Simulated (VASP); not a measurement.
The system is P.

```
P
1.0
     3.49548    0.00000    0.00000
    -1.74774    3.02717    0.00000
     0.00000    0.00000    5.67334
P
2
Cartesian
  0.0000 2.0181 1.4183
  1.7477 1.0091 4.2550
```

| Property | Result |
| --- | --- |
| Program | VASP 6.6.1 |
| Task | relaxation of cell and atoms |
| Functional | r2SCAN |
| Potentials or basis | VASP PAW PBE potentials, release 64 (P) |
| Cutoff | 600 eV |
| k mesh | 6 × 6 × 4 |
| Occupations | gaussian, width 0.1 eV |
| Spin | no spin polarisation |

At the start: pressure -16.5 GPa; volume 30.02 Å³/atom.

Task: Where does the relaxation end?

Result: Over 7 steps the energy falls by 1464.8 meV/atom and the volume is 14.68 Å³/atom (-51.1 %); space group P6_3/mmc (No. 194, to 0.05 Å).

Step by step:
| step | energy change (eV) | largest force (eV/Å) | pressure (GPa) | volume (Å³) |
| --- | --- | --- | --- | --- |
| 1 | 0.0000 | 0.0000 | -16.52 | 60.03 |
| 2 | -2.4974 | 0.0000 | -14.33 | 36.96 |
| 3 | -2.9000 | 0.0000 | -3.28 | 30.48 |
| 4 | -2.9124 | 0.0000 | 1.13 | 29.01 |
| 5 | -2.9129 | 0.0000 | -0.33 | 29.49 |
| 6 | -2.9145 | 0.0000 | 0.67 | 29.24 |
| 7 | -2.9295 | 0.0000 | 0.00 | 29.37 |

Final structure:
```cif
data_structure
_symmetry_space_group_name_H-M 'P 1'
_symmetry_Int_Tables_number 1
_cell_length_a 2.7102
_cell_length_b 2.7102
_cell_length_c 4.6168
_cell_angle_alpha 90.000
_cell_angle_beta 90.000
_cell_angle_gamma 120.000
_cell_volume 29.37
loop_
_atom_site_label
_atom_site_type_symbol
_atom_site_fract_x
_atom_site_fract_y
_atom_site_fract_z
_atom_site_occupancy
P1 P 0.33333 0.66667 0.25000 1
P2 P 0.66667 0.33333 0.75000 1
```

Caveat: the volume moved by over 15 % at a fixed basis, so the end points are rough; the PAW data sets were made with another functional, which shifts forces and pressure a little.
